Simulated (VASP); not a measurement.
# ZrGa2Cl8 (P4/mmm) in VASP: notebook

ZrGa2Cl8 is run at these levels: PBE; tasks: single point.

Everything below comes from runs of VASP 6.6.1. Logs are shortened: lines on timing, memory, paths and dates and some standing lists are left out, and cuts for length are marked.

## (1) The cell of the first run

Symmetry: P4/mmm, No. 123, tetragonal system. The conventional cell has a = 6.149 Å, b = 6.149 Å, c = 6.149 Å, α = 90.00°, β = 90.00°, γ = 90.00°. Within 3.5 Å of Zr (site symmetry 4/mmm) lie 8 Cl at 2.66 Å. Within 3.5 Å of Ga (site symmetry mmm) lie 8 Cl at 2.66 Å. Within 3.5 Å of Cl (site symmetry m) lie 2 Ga at 2.66 Å and 1 Zr at 2.66 Å and 6 Cl at 3.07 Å.

## (2) Single point, PBE (atoms taken out)

File INCAR:

```
SYSTEM = ZrGa2Cl8
ALGO = Normal ; EDIFF = 1E-7
ENCUT = 520 ; GGA = PE
ISIF = 2 ; ISMEAR = 0
LASPH = .TRUE. ; LCHARG = .FALSE.
LREAL = .FALSE. ; LWAVE = .FALSE.
NBANDS = 58 ; NELM = 100
PREC = Accurate ; SIGMA = 0.1
```

File KPOINTS:

```
k-points
0
G
  4 4 4
  0 0 0
```

File POSCAR:

```
ZrGa2Cl8
1.0
    6.1489100900      0.0000000000      0.0000000000
    0.0000000000      6.1489100900      0.0000000000
    0.0000000000      0.0000000000      6.1489100900
Zr Ga Cl
1 2 8
Direct
    0.0000000000      0.0000000000      0.5000000000
    0.5000000000      0.0000000000      0.0000000000
    0.0000000000      0.5000000000      0.0000000000
    0.7500000000      0.2500000000      0.2500000000
    0.2500000000      0.7500000000      0.2500000000
    0.2500000000      0.2500000000      0.7500000000
    0.7500000000      0.7500000000      0.7500000000
    0.2500000000      0.7500000000      0.7500000000
    0.7500000000      0.2500000000      0.7500000000
    0.7500000000      0.7500000000      0.2500000000
    0.2500000000      0.2500000000      0.2500000000
```

Potentials or basis: VASP PAW PBE potentials, release 64 (Zr_sv, Ga_d, Cl).

Launch:

```bash
cat potpaw_PBE.64/Zr_sv/POTCAR potpaw_PBE.64/Ga_d/POTCAR potpaw_PBE.64/Cl/POTCAR > POTCAR
mpirun -np 1 vasp_std > vasp.out
```

OUTCAR:

```text
SYSTEM = ZrGa2Cl8
   EDIFF = 1E-7
   ENCUT = 520
   GGA = PE
   ISIF = 2
   ISMEAR = 0
   LASPH = .TRUE.
   LREAL = .FALSE.
   NELM = 100
   PREC = Accurate

 ion  position               nearest neighbor table
   1  0.000  0.000  0.500-   4 2.66   5 2.66   6 2.66   7 2.66   8 2.66   9 2.66  10 2.66  11 2.66

   2  0.500  0.000  0.000-   4 2.66   5 2.66   6 2.66   7 2.66   8 2.66   9 2.66  10 2.66  11 2.66

   3  0.000  0.500  0.000-   4 2.66   5 2.66   6 2.66   7 2.66   8 2.66   9 2.66  10 2.66  11 2.66

   4  0.750  0.250  0.250-   1 2.66   2 2.66   3 2.66
   5  0.250  0.750  0.250-   1 2.66   2 2.66   3 2.66
   6  0.250  0.250  0.750-   1 2.66   2 2.66   3 2.66
   7  0.750  0.750  0.750-   1 2.66   2 2.66   3 2.66
   8  0.250  0.750  0.750-   1 2.66   2 2.66   3 2.66
   9  0.750  0.250  0.750-   1 2.66   2 2.66   3 2.66
  10  0.750  0.750  0.250-   1 2.66   2 2.66   3 2.66
  11  0.250  0.250  0.250-   1 2.66   2 2.66   3 2.66

  LATTYP: Found a simple cubic cell.
 ALAT       =     6.1489100900

  Lattice vectors:

 A1 = (   6.1489100900,   0.0000000000,   0.0000000000)
 A2 = (   0.0000000000,   6.1489100900,   0.0000000000)
 A3 = (   0.0000000000,   0.0000000000,   6.1489100900)

Analysis of symmetry for initial positions (statically):
=====================================================================
 Subroutine PRICEL returns:
 Original cell was already a primitive cell.

 Routine SETGRP: Setting up the symmetry group for a
 simple cubic supercell.

 Subroutine GETGRP returns: Found 16 space group operations
 (whereof 16 operations were pure point group operations)
 out of a pool of 48 trial point group operations.

The static configuration has the point symmetry D_4h.

Analysis of symmetry for dynamics (positions and initial velocities):
=====================================================================
 Subroutine PRICEL returns:
 Original cell was already a primitive cell.

 Routine SETGRP: Setting up the symmetry group for a
 simple cubic supercell.

 Subroutine GETGRP returns: Found 16 space group operations
 (whereof 16 operations were pure point group operations)
 out of a pool of 48 trial point group operations.

The dynamic configuration has the point symmetry D_4h.

 Subroutine INISYM returns: Found 16 space group operations
 (whereof 16 operations are pure point group operations),
 and found     1 'primitive' translations

----------------------------------------------------------------------------------------

                                     Primitive cell

  volume of cell :     232.4847
[... 113 lines left out ...]
   EMIN   =  10.00;   EMAX   =-10.00  energy-range for DOS
   EFERMI =   0.00;   METHOD = LEGACY
   ISMEAR =     0;   SIGMA  =   0.10  broadening in eV -4-tet -1-fermi 0-gaus
   EFERMI_NEDOS =   21; number of points for ismear=-14 and -15
   IALGO  =     38    algorithm
   IMIX   =      4    mixing-type and parameters
     AMIX     =   0.40;   BMIX     =  1.00
     AMIX_MAG =   1.60;   BMIX_MAG =  1.00
  volume/ion in A,a.u.               =      21.13       142.63
  Fermi-wavevector in a.u.,A,eV,Ry     =   1.210559  2.287625 19.938701  1.465453
  Thomas-Fermi vector in A             =   2.346102
   LORBIT       =      0    0 simple, 1 ext, 2 COOP (PROOUT), +10 PAW based schemes
   GGA     = PE    functional components
   LHFCALC =     F    Hartree Fock is set to
   AEXX    =    0.0000 exact exchange contribution
   IVDW    =     0    specifies the selected vdW correction
   LEPSILON=     F    determine dielectric tensor
   LRPA    =     F    only Hartree local field effects (RPA)
 non-spin polarized calculation
 Gauss-broadening in eV      SIGMA  =   0.10
  energy-cutoff  :      520.00
  volume of cell :      232.48
 maximum number of plane-waves:      6302
 NGX is ok and might be reduce to    48
   NGX = 23   NGY = 23   NGZ = 23

 number of electron      94.0000045 magnetization

 Free energy of the ion-electron system (eV)
  ---------------------------------------------------
  ext. energy  EPLUGINS =         0.00000000
  ---------------------------------------------------
  free energy    TOTEN  =       -39.17613307 eV

  energy without entropy =      -39.16222955  energy(sigma->0) =      -39.16918131

 E-fermi :   4.2067     XC(G=0):  -9.5188

 val. band max:        4.1880113929   @ k =   0.2500   0.0000   0.5000
 cond. band min:       4.2446446656   @ k =   0.2500   0.2500   0.2500
 fundamental gap:      0.0566332727
 Fermi energy:         4.2067199481

 k-point     1 :       0.0000    0.0000    0.0000
  band No.  band energies     occupation
      1     -46.2280      2.00000
      2     -24.2185      2.00000
      3     -24.1552      2.00000
      4     -24.1552      2.00000
      5     -12.3193      2.00000
      6     -11.3463      2.00000
[... 1087 lines left out ...]
     57       9.9213      0.00000
     58      10.2786      0.00000

------------------------ aborting loop because EDIFF is reached ----------------------------------------

  FORCE on cell =-STRESS in cart. coord.  units (eV):
  Direction    XX          YY          ZZ          XY          YZ          ZX
  --------------------------------------------------------------------------------------
  -------------------------------------------------------------------------------------
  Total        7.0007502      7.0007502      6.2858314      0.0000000      0.0000000      0.0000000
  in kB       48.2459360     48.2459360     43.3190460      0.0000000      0.0000000      0.0000000
  external PRESSURE =      46.6036394 kB  Pullay stress =       0.0000000 kB

 VOLUME and BASIS-vectors are now :
 -----------------------------------------------------------------------------
  energy-cutoff  :      520.00
  volume of cell :      232.48
      direct lattice vectors                 reciprocal lattice vectors
     6.148910090  0.000000000  0.000000000     0.162630448  0.000000000  0.000000000
     0.000000000  6.148910090  0.000000000     0.000000000  0.162630448  0.000000000
     0.000000000  0.000000000  6.148910090     0.000000000  0.000000000  0.162630448

 POSITION                                       TOTAL-FORCE (eV/Angst)
 -----------------------------------------------------------------------------------
      0.00000      0.00000      3.07446         0.000000      0.000000      0.000000
      3.07446      0.00000      0.00000         0.000000      0.000000      0.000000
      0.00000      3.07446      0.00000         0.000000      0.000000      0.000000
      4.61168      1.53723      1.53723         0.313360     -0.313360      0.391979
      1.53723      4.61168      1.53723        -0.313360      0.313360      0.391979
      1.53723      1.53723      4.61168        -0.313360     -0.313360     -0.391979
      4.61168      4.61168      4.61168         0.313360      0.313360     -0.391979
      1.53723      4.61168      4.61168        -0.313360      0.313360     -0.391979
      4.61168      1.53723      4.61168         0.313360     -0.313360     -0.391979
      4.61168      4.61168      1.53723         0.313360      0.313360      0.391979
      1.53723      1.53723      1.53723        -0.313360     -0.313360      0.391979
 -----------------------------------------------------------------------------------
    total drift:                                0.000000     -0.000000      0.000000

  FREE ENERGIE OF THE ION-ELECTRON SYSTEM (eV)
  ---------------------------------------------------
  free  energy   TOTEN  =       -39.1761330704 eV

  energy  without entropy=      -39.1622295514  energy(sigma->0) =      -39.16918131
```

stdout:

```text
POSCAR found type information on POSCAR ZrGaCl
 POSCAR found :  3 types and      11 ions
 scaLAPACK will be used
 LDA part: xc-table for (Slater+PW92), standard interpolation
 POSCAR, INCAR and KPOINTS ok, starting setup
 FFT: planning ... GRIDC
 FFT: planning ... GRID_SOFT
 FFT: planning ... GRID
 WAVECAR not read
 entering main loop
```

Wall time 2.6 min (1 thread of AMD EPYC 9R45 (Zen 5), shared host); peak memory 0.41 GiB.

What came out:

```yaml
Free_energy: -39.1761 eV
Pressure: 4.7 GPa
Largest_force: 0.592 eV/Å
Band_gap_on_the_k_mesh: zero (bands 47 and 48 overlap by 1.74 eV)
```

Forces on the atoms (eV/Å):
```
Zr   0.000  0.000  0.000
Ga   0.000  0.000  0.000
Ga   0.000  0.000  0.000
Cl   0.313 -0.313  0.392
Cl  -0.313  0.313  0.392
Cl  -0.313 -0.313 -0.392
Cl   0.313  0.313 -0.392
Cl  -0.313  0.313 -0.392
Cl   0.313 -0.313 -0.392
Cl   0.313  0.313  0.392
Cl  -0.313 -0.313  0.392
```

Stress tensor (GPa, compression positive):
```
4.82 0.00 0.00
0.00 4.82 0.00
0.00 0.00 4.33
```

Levels at points of the mesh, in eV from the Fermi level:
```tsv
k point	band 45	band 46	band 47	band 48	band 49	band 50
(0.00, 0.00, 0.00)	-1.28	-1.28	-1.18	-0.77	1.28	2.02
(0.50, 0.00, 0.00)	-1.09	-1.06	-1.02	-0.06	0.93	2.15
(0.00, 0.00, 0.50)	-1.38	-1.22	-0.51	0.17	0.81	1.08
(0.50, 0.50, 0.00)	-1.55	-1.44	0.44	0.44	0.98	1.13
(0.00, 0.50, 0.50)	-1.61	-1.52	0.38	0.51	1.05	1.39
(0.50, 0.50, 0.50)	-3.08	-3.05	0.97	0.97	1.49	1.60
```

Caveat: the cell differs from its parent crystal (atoms taken out); the cell stands under pressure.

## (3) Single point, PBE (atoms taken out)

File INCAR:

```
ALGO     = Normal         # electronic algorithm
EDIFF    = 1E-6           # SCF threshold, eV
ENCUT    = 520            # plane-wave cutoff, eV
GGA      = PE             # functional
ISIF     = 2              # what is computed and relaxed
ISMEAR   = 0              # smearing method
LASPH    = True           # aspherical terms in the spheres
LCHARG   = False          # write CHGCAR
LREAL    = False          # projectors in reciprocal space
LWAVE    = False          # write WAVECAR
NBANDS   = 58             # bands
NELM     = 60             # most SCF steps
PREC     = Accurate       # precision mode
SIGMA    = 0.1            # smearing width, eV
```

File KPOINTS:

```
k-points
0
Gamma
  4 4 4
```

File POSCAR:

```
ZrGa2Cl8
1.0
    6.4385427446      0.0000000000      0.0000000000
    0.0000000000      6.4385427446      0.0000000000
    0.0000000000      0.0000000000      6.3258072475
Zr Ga Cl
1 2 8
Direct
    0.0000000000      0.0000000000      0.5000000000
    0.5000000000      0.0000000000      0.0000000000
    0.0000000000      0.5000000000      0.0000000000
    0.7601638954      0.2398361046      0.2562072559
    0.2398361046      0.7601638954      0.2562072559
    0.2398361046      0.2398361046      0.7437927441
    0.7601638954      0.7601638954      0.7437927441
    0.2398361046      0.7601638954      0.7437927441
    0.7601638954      0.2398361046      0.7437927441
    0.7601638954      0.7601638954      0.2562072559
    0.2398361046      0.2398361046      0.2562072559
```

Potentials or basis: VASP PAW PBE potentials, release 64 (Zr_sv, Ga_d, Cl).

Launch:

```bash
cat potpaw_PBE.64/Zr_sv/POTCAR potpaw_PBE.64/Ga_d/POTCAR potpaw_PBE.64/Cl/POTCAR > POTCAR
mpirun -np 1 vasp_std > vasp.out
```

Wall time 2.8 min (1 thread of AMD EPYC 9R45 (Zen 5), shared host); peak memory 0.43 GiB.

It converged, with:

- Free energy: -39.7503 eV
- Pressure: -0.3 GPa
- Largest force: 0.045 eV/Å
- Band gap on the k mesh: zero (bands 47 and 48 overlap by 1.36 eV)

Forces in eV/Å, atoms in the order of the input:
```
Zr   0.000  0.000  0.000
Ga   0.000  0.000  0.000
Ga   0.000  0.000  0.000
Cl   0.027 -0.027  0.024
Cl  -0.027  0.027  0.024
Cl  -0.027 -0.027 -0.024
Cl   0.027  0.027 -0.024
Cl  -0.027  0.027 -0.024
Cl   0.027 -0.027 -0.024
Cl   0.027  0.027  0.024
Cl  -0.027 -0.027  0.024
```

Stress tensor (GPa, compression positive):
```
-0.23  0.00  0.00
 0.00 -0.23  0.00
 0.00  0.00 -0.36
```

Levels at points of the mesh, in eV from the Fermi level:
```
           k point  band 43  band 44  band 45  band 46  band 47  band 48  band 49  band 50  band 51  band 52
(0.00, 0.00, 0.00)    -1.15    -1.12    -0.82    -0.81    -0.81    -0.39     1.68     2.26     3.37     3.43
(0.50, 0.00, 0.00)    -1.18    -1.10    -1.02    -0.70    -0.57    -0.02     1.38     2.23     2.86     3.21
(0.50, 0.50, 0.00)    -1.14    -1.04    -1.04    -0.82     0.26     0.26     1.38     1.52     2.32     3.52
(0.00, 0.00, 0.50)    -1.10    -1.02    -0.99    -0.84    -0.36     0.09     1.26     1.59     2.85     2.85
(0.50, 0.00, 0.50)    -1.32    -1.21    -1.19    -1.10     0.16     0.49     1.45     1.79     2.50     3.46
(0.50, 0.50, 0.50)    -2.25    -2.18    -2.18    -1.94     0.74     0.74     1.80     1.93     3.23     3.23
```

Caveat: the cell differs from its parent crystal (atoms taken out).

## (4) Single point, PBE (atoms taken out)

File INCAR:

```
  ALGO = Normal
  EDIFF = 1E-6
  ENCUT = 520
  GGA = PE
  ISIF = 2
  ISMEAR = 0
  LASPH = True
  LCHARG = True
  LELF = True
  LREAL = False
  LVHAR = True
  LWAVE = False
  NBANDS = 58
  NELM = 60
  PREC = Accurate
  SIGMA = 0.1
```

File KPOINTS:

```
k-points
0
Gamma
  6 6 6
```

File POSCAR:

```
ZrGa2Cl8
1.0
    6.4390890646      0.0000000000      0.0000000000
    0.0000000000      6.4390890646      0.0000000000
    0.0000000000      0.0000000000      6.3135320931
Zr Ga Cl
1 2 8
Direct
    0.0000000000      0.0000000000      0.5000000000
    0.5000000000      0.0000000000      0.0000000000
    0.0000000000      0.5000000000      0.0000000000
    0.7605577664      0.2394422336      0.2563490338
    0.2394422336      0.7605577664      0.2563490338
    0.2394422336      0.2394422336      0.7436509662
    0.7605577664      0.7605577664      0.7436509662
    0.2394422336      0.7605577664      0.7436509662
    0.7605577664      0.2394422336      0.7436509662
    0.7605577664      0.7605577664      0.2563490338
    0.2394422336      0.2394422336      0.2563490338
```

Launch:

```bash
cat potpaw_PBE.64/Zr_sv/POTCAR potpaw_PBE.64/Ga_d/POTCAR potpaw_PBE.64/Cl/POTCAR > POTCAR
mpirun -np 1 vasp_std > vasp.out
```

It took 6.6 min on 1 thread of AMD EPYC 9R45 (Zen 5), shared host; peak memory 0.6 GiB.

Results (log left out):

```
Free energy            : -39.7471 eV
Pressure               : -0.1 GPa
Largest force          : 0.007 eV/Å
Band gap on the k mesh : zero (bands 47 and 48 overlap by 1.32 eV)
```

Forces on the atoms (eV/Å):
```
Zr   0.000  0.000  0.000
Ga   0.000  0.000  0.000
Ga   0.000  0.000  0.000
Cl   0.004 -0.004  0.004
Cl  -0.004  0.004  0.004
Cl  -0.004 -0.004 -0.004
Cl   0.004  0.004 -0.004
Cl  -0.004  0.004 -0.004
Cl   0.004 -0.004 -0.004
Cl   0.004  0.004  0.004
Cl  -0.004 -0.004  0.004
```

Levels at points of the mesh, in eV from the Fermi level:
```csv
k point,band 44,band 45,band 46,band 47,band 48,band 49,band 50,band 51
"(0.00, 0.00, 0.00)",-1.13,-0.81,-0.80,-0.80,-0.38,1.69,2.27,3.39
"(0.50, 0.00, 0.00)",-1.10,-1.03,-0.69,-0.56,-0.01,1.39,2.25,2.88
"(0.50, 0.50, 0.00)",-1.03,-1.03,-0.80,0.26,0.26,1.38,1.53,2.34
"(0.00, 0.00, 0.50)",-1.02,-1.00,-0.84,-0.36,0.09,1.27,1.60,2.86
"(0.50, 0.00, 0.50)",-1.22,-1.19,-1.10,0.16,0.50,1.45,1.81,2.51
"(0.50, 0.50, 0.50)",-2.17,-2.17,-1.93,0.75,0.75,1.81,1.95,3.26
```

Caveat: the cell differs from its parent crystal (atoms taken out).

## (5) Overview

```tsv
cell	k mesh	gap on the mesh (eV)	pressure (GPa)	largest force (eV/Å)
a = 6.149 Å, 11 atoms, atomic positions A	4 × 4 × 4	none	4.7	0.59
a = 6.439, b = 6.439, c = 6.326 Å, 11 atoms, atomic positions B	4 × 4 × 4	none	-0.3	0.05
a = 6.439, b = 6.439, c = 6.314 Å, 11 atoms, atomic positions C	6 × 6 × 6	none	-0.1	0.01
```

Alike in all rows: task single point; level PBE; potentials or basis VASP PAW PBE potentials, release 64 (Zr_sv, Ga_d, Cl); no spin polarisation; cutoff (eV) 520; smearing gaussian 0.1 eV.

Caveats: the cell stands under pressure (at least some runs).

Absolute energies hang on the potentials; compare differences alone.

The gap in the log of VASP goes by the Fermi energy; the results here count the filled bands.